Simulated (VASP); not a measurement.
Write the native input for VASP 6.6.1 that does the following.

```yaml
Task: single point
Functional: LDA
Potentials_or_basis: VASP PAW LDA potentials, release 64 (C)
Cutoff: 520 eV
k_mesh: 10 × 10 × 3
Occupations: gaussian, width 0.05 eV
Spin: no spin polarisation
Dipole_correction: no
Further_INCAR_settings: ALGO = Normal; EDIFF = 1e-06; NBANDS = 31
```

The structure of C lies in POSCAR:

```
C
1.0
   -2.4912907516      0.0000000000      0.0000000000
   -1.2456453758     -2.1575210791      0.0000000000
   -1.8683434992     -1.0786886222     10.2538776052
C
10
Direct
   -0.7036153569     -0.7036153569      0.8741556576
    0.3708353369      0.3708353369      0.7252443424
    0.0038773849      0.0038773849      0.1257869493
    0.4966425951      0.4966425951      0.4736130507
   -0.0706226682     -0.0706226682      0.2747969895
    0.5711426482      0.5711426482      0.3246030105
   -0.3953493888     -0.3953493888      0.9242937306
    0.0625693688      0.0625693688      0.6751062694
    0.3622697189      0.3622697189      0.0756656066
    0.1382502611      0.1382502611      0.5237343934
```

These files were run (other wordings do the same):

INCAR

```
ALGO = Normal ; EDIFF = 1E-6
ENCUT = 520 ; GGA = CA
ISIF = 2 ; ISMEAR = 0
LASPH = True ; LCHARG = False
LREAL = False ; LWAVE = False
NBANDS = 31 ; NELM = 60
PREC = Accurate ; SIGMA = 0.05
```

KPOINTS

```
k-points
0
Gamma
  10 10 3
```

Potentials or basis: VASP PAW LDA potentials, release 64 (C).

Run with:

```console
$ cat potpaw_LDA.64/C/POTCAR > POTCAR
$ mpirun -np 1 vasp_std > vasp.out
```

Results of the run:

```yaml
Pressure: 2.2 GPa
Largest_force: 4.820 eV/Å
Band_gap_on_the_k_mesh: 1.99 eV, indirect (least direct gap 4.67 eV)
```

Caveat: forces of over 1 eV/Å act on the atoms, so gaps and moduli don't describe the material at rest.

Wall time 99 s on 1 thread of Intel Xeon 6975P-C, with other jobs on the host, peak memory 0.21 GiB.
